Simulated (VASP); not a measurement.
Write the native input for VASP 6.6.1 that does the following.

| Quantity | Value |
| --- | --- |
| Task | relaxation of cell and atoms |
| Functional | PBEsol |
| Potentials or basis | VASP PAW PBE potentials, release 64 (K_sv) |
| Cutoff | 600 eV |
| k mesh | 12 × 12 × 12 |
| Occupations | methfessel-paxton, width 0.1 eV |
| Spin | no spin polarisation |
| Dipole correction | no |
| Further INCAR settings | ALGO = Normal; EDIFF = 1e-07; IBRION = 2; EDIFFG = -0.02; NSW = 80; ISIF = 3 |

The structure of K lies in POSCAR:

```
K
1.0
    4.5249830000      0.0000000000      0.0000000000
   -1.5083276194      4.2661949021      0.0000000000
   -1.5083276194     -2.1330973508      3.6946332206
K
1
Direct
    0.0000000000      0.0000000000      0.0000000000
```

These files were run (other wordings do the same):

INCAR

```
PREC     = Accurate       # precision mode
ENCUT    = 600            # plane-wave cutoff, eV
EDIFF    = 1E-7           # SCF threshold, eV
ISMEAR   = 1              # smearing method
SIGMA    = 0.1            # smearing width, eV
LREAL    = F              # projectors in reciprocal space
LASPH    = T              # aspherical terms in the spheres
NELM     = 80             # most SCF steps
ALGO     = Normal         # electronic algorithm
ISIF     = 3              # what is computed and relaxed
LWAVE    = F              # write WAVECAR
LCHARG   = F              # write CHGCAR
GGA      = PS             # functional
IBRION   = 2              # ionic algorithm
NSW      = 80             # ionic steps
EDIFFG   = -0.02          # ionic threshold
```

KPOINTS

```
Automatic mesh
0
Gamma
  12 12 12
```

Potentials or basis: VASP PAW PBE potentials, release 64 (K_sv).

Command:

```console
$ cat potpaw_PBE.64/K_sv/POTCAR > POTCAR
$ mpirun -np 1 vasp_std > vasp.out
```

Results of the run:

The pressure after relaxing is 0.0 GPa.

Caveat: the relaxation stopped at its first step, so nothing moved; the PAW data sets were made with another functional, which shifts forces and pressure a little.

Run time: 37 s on 1 thread of AMD EPYC 7R43 64-Core Processor (Zen 3), with other jobs on the host, peak memory 0.18 GiB.
